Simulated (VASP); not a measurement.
# CdS (P6_3mc) in VASP: single point with LDA

Aim: the single point of CdS with LDA.

All numbers are computed with VASP 6.6.1; they aren't measurements. Logs are shortened: lines on timing, memory, paths and dates and some standing lists are left out, and cuts for length are marked.

## 1. The cell of the first run

Symmetry: P6_3mc, No. 186, hexagonal system. The conventional cell has a = 4.217 Å, b = 4.217 Å, c = 6.749 Å, α = 90.00°, β = 90.00°, γ = 120.00°. Cd (site symmetry 3m) has 4 S at 2.56 to 2.60 Å within 3.4 Å. S (site symmetry 3m) has 4 Cd at 2.56 to 2.60 Å within 3.4 Å.

## 2. Single point, LDA (equal xx and yy strain of +2 %)

The input, INCAR:

```
SYSTEM = CdS
PREC = Accurate
ENCUT = 520
EDIFF = 1E-6
ISMEAR = -1
SIGMA = 0.02
LREAL = .False.
LASPH = .True.
NELM = 60
ALGO = Normal
ISIF = 2
LWAVE = .False.
LCHARG = .True.
LELF = .True.
LVHAR = .True.
NBANDS = 26
```

The input, KPOINTS:

```
regular mesh
0
Gamma
  8 8 4
  0 0 0
```

The input, POSCAR:

```
CdS
1.0
    4.2174951875      0.0000000000      0.0000000000
   -2.1087475937      3.6524579727      0.0000000000
    0.0000000000      0.0000000000      6.7490000000
Cd S
2 2
Direct
    0.3333333333      0.6666666667      0.0000000000
    0.6666666667      0.3333333333      0.5000000000
    0.3333333333      0.6666666667      0.3850000000
    0.6666666667      0.3333333333      0.8850000000
```

Potentials or basis: VASP PAW LDA potentials, release 64 (Cd, S).

On the command line:

```bash
$ cat potpaw_LDA.64/Cd/POTCAR potpaw_LDA.64/S/POTCAR > POTCAR
$ mpirun -np 1 vasp_std > vasp.out
```

OUTCAR:

```text
SYSTEM = CdS
   PREC = Accurate
   ENCUT = 520
   EDIFF = 1E-6
   ISMEAR = -1
   LREAL = .False.
   LASPH = .True.
   NELM = 60
   ISIF = 2

 ion  position               nearest neighbor table
   1  0.333  0.667  0.000-   4 2.56   4 2.56   4 2.56   3 2.60
   2  0.667  0.333  0.500-   3 2.56   3 2.56   3 2.56   4 2.60
   3  0.333  0.667  0.385-   2 2.56   2 2.56   2 2.56   1 2.60
   4  0.667  0.333  0.885-   1 2.56   1 2.56   1 2.56   2 2.60

  LATTYP: Found a hexagonal cell.
 ALAT       =     4.2174951875
 C/A-ratio  =     1.6002389333

  Lattice vectors:

 A1 = (   4.2174951875,   0.0000000000,   0.0000000000)
 A2 = (  -2.1087475937,   3.6524579727,   0.0000000000)
 A3 = (   0.0000000000,   0.0000000000,   6.7490000000)

Analysis of symmetry for initial positions (statically):
=====================================================================
 Subroutine PRICEL returns:
 Original cell was already a primitive cell.

 Routine SETGRP: Setting up the symmetry group for a
 hexagonal supercell.

 Subroutine GETGRP returns: Found 12 space group operations
 (whereof  6 operations were pure point group operations)
 out of a pool of 24 trial point group operations.

The static configuration has the point symmetry C_3v.
 The point group associated with its full space group is C_6v.

Analysis of symmetry for dynamics (positions and initial velocities):
=====================================================================
 Subroutine PRICEL returns:
 Original cell was already a primitive cell.

 Routine SETGRP: Setting up the symmetry group for a
 hexagonal supercell.

 Subroutine GETGRP returns: Found 12 space group operations
 (whereof  6 operations were pure point group operations)
 out of a pool of 24 trial point group operations.

The dynamic configuration has the point symmetry C_3v.
 The point group associated with its full space group is C_6v.

 Subroutine INISYM returns: Found 12 space group operations
 (whereof  6 operations are pure point group operations),
 and found     1 'primitive' translations

----------------------------------------------------------------------------------------

                                     Primitive cell

  volume of cell :     103.9631

  direct lattice vectors                    reciprocal lattice vectors
     4.217495187  0.000000000  0.000000000     0.237107562  0.136894115  0.000000000
    -2.108747594  3.652457973  0.000000000     0.000000000  0.273788229  0.000000000
     0.000000000  0.000000000  6.749000000     0.000000000  0.000000000  0.148170099

  length of vectors
     4.217495187  4.217495187  6.749000000     0.273788229  0.273788229  0.148170099

  position of ions in fractional coordinates (direct lattice)
     0.333333333  0.666666667  0.000000000
     0.666666667  0.333333333  0.500000000
     0.333333333  0.666666667  0.385000000
     0.666666667  0.333333333  0.885000000

  ion indices of the primitive-cell ions
   primitive index   ion index
                 1           1
                 2           2
                 3           3
                 4           4

----------------------------------------------------------------------------------------

 KPOINTS: regular mesh

Automatic generation of k-mesh.
 Grid dimensions read from file:
 generate k-points for:    8    8    4

 Generating k-lattice:

  Cartesian coordinates                     Fractional coordinates (reciprocal lattice)
     0.029638445  0.017111764  0.000000000     0.125000000  0.000000000  0.000000000
     0.000000000  0.034223529  0.000000000     0.000000000  0.125000000  0.000000000
     0.000000000  0.000000000  0.037042525     0.000000000  0.000000000  0.250000000

  Length of vectors
     0.034223529  0.034223529  0.037042525

  Shift w.r.t. Gamma in fractional coordinates (k-lattice)
     0.000000000  0.000000000  0.000000000

 Subroutine IBZKPT returns following result:
 ===========================================

 Found     30 irreducible k-points:

 Following reciprocal coordinates:
            Coordinates               Weight
  0.000000  0.000000  0.000000      1.000000
  0.125000 -0.000000  0.000000      6.000000
  0.250000 -0.000000  0.000000      6.000000
  0.375000 -0.000000  0.000000      6.000000
  0.500000 -0.000000  0.000000      3.000000
  0.125000  0.125000  0.000000      6.000000
[... 16 lines left out ...]
  0.250000 -0.000000  0.500000      6.000000
  0.375000 -0.000000  0.500000      6.000000
 [... further k-points ...]
   k-points           NKPTS =     30   k-points in BZ     NKDIM =     30   number of bands    NBANDS=     26
   number of dos      NEDOS =    301   number of ions     NIONS =      4
   total plane-waves  NPLWV =  51200
   dimension x,y,z NGX =    32 NGY =   32 NGZ =   50
   dimension x,y,z NGXF=    64 NGYF=   64 NGZF=  100
   ions per type =               2   2
   NGX,Y,Z   is equivalent  to a cutoff of  12.61, 12.61, 12.32 a.u.
   NGXF,Y,Z  is equivalent  to a cutoff of  25.23, 25.23, 24.63 a.u.
 SYSTEM =  CdS
   PREC   = accura    normal or accurate (medium, high low for compatibility)
   ISTART =      0    job   : 0-new  1-cont  2-samecut
   ICHARG =      2    charge: 1-file 2-atom 10-const
   ISPIN  =      1    spin polarized calculation?
   LNONCOLLINEAR =      F non collinear calculations
   LSORBIT =      F    spin-orbit coupling
   LASPH  =      T    aspherical Exc in radial PAW
   ENCUT  =  520.0 eV  38.22 Ry    6.18 a.u.   7.84  7.84 12.55*2*pi/ulx,y,z
   NELM   =     60;   NELMIN=  2; NELMDL= -5     # of ELM steps
   EDIFF  = 0.1E-05   stopping-criterion for ELM
   LREAL  =      F    real-space projection
   EDIFFG = 0.1E-04   stopping-criterion for IOM
   NSW    =      0    number of steps for IOM
   IBRION =     -1    ionic relax: 0-MD 1-quasi-New 2-CG
   NFREE  =      0    steps in history (QN), initial steepest desc. (CG)
   ISIF   =      2    stress and relaxation
   ISYM   =      2    0-nonsym 1-usesym 2-fastsym
   POTIM  = 0.5000    time-step for ionic-motion
   TEBEG  =    0.0;   TEEND  =   0.0 temperature during run
   PSTRESS=    0.0 pullay stress
   NELECT =      36.0000    total number of electrons
   NUPDOWN=      -1.0000    fix difference up-down
   EMIN   =  10.00;   EMAX   =-10.00  energy-range for DOS
   EFERMI =   0.00;   METHOD = LEGACY
   ISMEAR =    -1;   SIGMA  =   0.02  broadening in eV -4-tet -1-fermi 0-gaus
   EFERMI_NEDOS =   21; number of points for ismear=-14 and -15
   IALGO  =     38    algorithm
   IMIX   =      4    mixing-type and parameters
     AMIX     =   0.40;   BMIX     =  1.00
     AMIX_MAG =   1.60;   BMIX_MAG =  1.00
  volume/ion in A,a.u.               =      25.99       175.39
  Fermi-wavevector in a.u.,A,eV,Ry     =   1.149607  2.172441 17.981396  1.321595
  Thomas-Fermi vector in A             =   2.286275
   LORBIT       =      0    0 simple, 1 ext, 2 COOP (PROOUT), +10 PAW based schemes
   GGA     = CA    functional components
   LHFCALC =     F    Hartree Fock is set to
   AEXX    =    0.0000 exact exchange contribution
   IVDW    =     0    specifies the selected vdW correction
   LEPSILON=     F    determine dielectric tensor
   LRPA    =     F    only Hartree local field effects (RPA)
 non-spin polarized calculation
  energy-cutoff  :      520.00
  volume of cell :      103.96
 maximum number of plane-waves:      2816
 NGX is ok and might be reduce to    32
   NGX = 15   NGY = 15   NGZ = 25

 number of electron      36.0000002 magnetization

 Free energy of the ion-electron system (eV)
  ---------------------------------------------------
  ext. energy  EPLUGINS =         0.00000000
  ---------------------------------------------------
  free energy    TOTEN  =       -14.69695154 eV

  energy without entropy =      -14.69695154  energy(sigma->0) =      -14.69695154

 E-fermi :   1.1216     XC(G=0):  -9.3697

 val. band max:        0.7293329793   @ k =   0.0000   0.0000   0.0000
 cond. band min:       1.5992425521   @ k =   0.0000   0.0000   0.0000
 fundamental gap:      0.8699095728
 Fermi energy:         1.1215839573

 k-point     1 :       0.0000    0.0000    0.0000
  band No.  band energies     occupation
      1     -11.3506      2.00000
      2     -10.9410      2.00000
      3      -6.8735      2.00000
      4      -6.8735      2.00000
      5      -6.8328      2.00000
      6      -6.8066      2.00000
[... 18 lines left out ...]
     25       8.0399      0.00000
     26       8.1234      0.00000

 k-point     2 :       0.1250   -0.0000    0.0000
  band No.  band energies     occupation
      1     -11.2987      2.00000
      2     -10.9182      2.00000
      3      -6.8511      2.00000
      4      -6.8495      2.00000
      5      -6.8034      2.00000
      6      -6.7804      2.00000
[... 18 lines left out ...]
     25       7.9811      0.00000
     26       8.3676      0.00000

 k-point     3 :       0.2500   -0.0000    0.0000
  band No.  band energies     occupation
      1     -11.1680      2.00000
      2     -10.8679      2.00000
      3      -6.8027      2.00000
      4      -6.8011      2.00000
      5      -6.7077      2.00000
      6      -6.7060      2.00000
[... 18 lines left out ...]
     25       8.4164      0.00000
     26       9.1613      0.00000

 k-point     4 :       0.3750   -0.0000    0.0000
  band No.  band energies     occupation
      1     -11.0238      2.00000
      2     -10.8305      2.00000
      3      -6.7738      2.00000
      4      -6.7664      2.00000
      5      -6.6353      2.00000
      6      -6.6217      2.00000
[... 18 lines left out ...]
     25       8.9471      0.00000
     26       9.5503      0.00000

 k-point     5 :       0.5000   -0.0000    0.0000
  band No.  band energies     occupation
      1     -10.9538      2.00000
      2     -10.8253      2.00000
      3      -6.7672      2.00000
      4      -6.7556      2.00000
      5      -6.6072      2.00000
      6      -6.5760      2.00000
[... 18 lines left out ...]
     25       9.0045      0.00000
     26      10.2639      0.00000

 k-point     6 :       0.1250    0.1250    0.0000
  band No.  band energies     occupation
      1     -11.2073      2.00000
      2     -10.8818      2.00000
      3      -6.8184      2.00000
      4      -6.8093      2.00000
      5      -6.7389      2.00000
      6      -6.7385      2.00000
[... 427 lines left out ...]
 k-point    21 :       0.0000    0.0000    0.5000
  band No.  band energies     occupation
      1     -11.1409      2.00000
      2     -11.1409      2.00000
      3      -6.8466      2.00000
      4      -6.8466      2.00000
      5      -6.8466      2.00000
      6      -6.8466      2.00000
[... 18 lines left out ...]
     25       7.2900      0.00000
     26       7.2900      0.00000

 k-point    22 :       0.1250   -0.0000    0.5000
  band No.  band energies     occupation
      1     -11.1024      2.00000
      2     -11.1024      2.00000
      3      -6.8216      2.00000
      4      -6.8216      2.00000
      5      -6.8199      2.00000
      6      -6.8199      2.00000
[... 18 lines left out ...]
     25       7.5893      0.00000
     26       7.5893      0.00000

 k-point    23 :       0.2500   -0.0000    0.5000
  band No.  band energies     occupation
      1     -11.0094      2.00000
      2     -11.0094      2.00000
      3      -6.7658      2.00000
      4      -6.7658      2.00000
      5      -6.7566      2.00000
      6      -6.7566      2.00000
[... 18 lines left out ...]
     25       8.2755      0.00000
     26       8.2755      0.00000

 k-point    24 :       0.3750   -0.0000    0.5000
  band No.  band energies     occupation
      1     -10.9165      2.00000
      2     -10.9165      2.00000
      3      -6.7414      2.00000
      4      -6.7414      2.00000
      5      -6.6978      2.00000
      6      -6.6978      2.00000
[... 18 lines left out ...]
     25       8.8361      0.00000
     26       8.8361      0.00000

 [... further k-points ...]

------------------------ aborting loop because EDIFF is reached ----------------------------------------

  FORCE on cell =-STRESS in cart. coord.  units (eV):
  Direction    XX          YY          ZZ          XY          YZ          ZX
  --------------------------------------------------------------------------------------
  -------------------------------------------------------------------------------------
  Total       -2.8900066     -2.8900066     -2.8043148     -0.0000000     -0.0000000      0.0000000
  in kB      -44.5379447    -44.5379447    -43.2173467     -0.0000000     -0.0000000      0.0000000
  external PRESSURE =     -44.0977454 kB  Pullay stress =       0.0000000 kB

 VOLUME and BASIS-vectors are now :
 -----------------------------------------------------------------------------
  energy-cutoff  :      520.00
  volume of cell :      103.96
      direct lattice vectors                 reciprocal lattice vectors
     4.217495187  0.000000000  0.000000000     0.237107562  0.136894115  0.000000000
    -2.108747594  3.652457973  0.000000000     0.000000000  0.273788229  0.000000000
     0.000000000  0.000000000  6.749000000     0.000000000  0.000000000  0.148170099

 POSITION                                       TOTAL-FORCE (eV/Angst)
 -----------------------------------------------------------------------------------
     -0.00000      2.43497      0.00000         0.000000      0.000000      0.127148
      2.10875      1.21749      3.37450        -0.000000      0.000000      0.127148
     -0.00000      2.43497      2.59836         0.000000      0.000000     -0.127148
      2.10875      1.21749      5.97286        -0.000000      0.000000     -0.127148
 -----------------------------------------------------------------------------------
    total drift:                               -0.000000     -0.000000     -0.000451

  FREE ENERGIE OF THE ION-ELECTRON SYSTEM (eV)
  ---------------------------------------------------
  free  energy   TOTEN  =       -14.6969515368 eV

  energy  without entropy=      -14.6969515368  energy(sigma->0) =      -14.69695154
```

It took 84 s on 1 thread of Intel Xeon 8259CL, shared host; peak memory 0.22 GiB.

What came out:

```
Free energy            : -14.6970 eV
Pressure               : -4.4 GPa
Largest force          : 0.127 eV/Å
Band gap on the k mesh : 0.87 eV
```

Forces in eV/Å, atoms in the order of the input:
```
Cd   0.000  0.000  0.127
Cd   0.000  0.000  0.127
S    0.000  0.000 -0.127
S    0.000  0.000 -0.127
```

Caveat: the cell differs from its parent crystal (equal xx and yy strain of +2 %); the cell stands under tension.
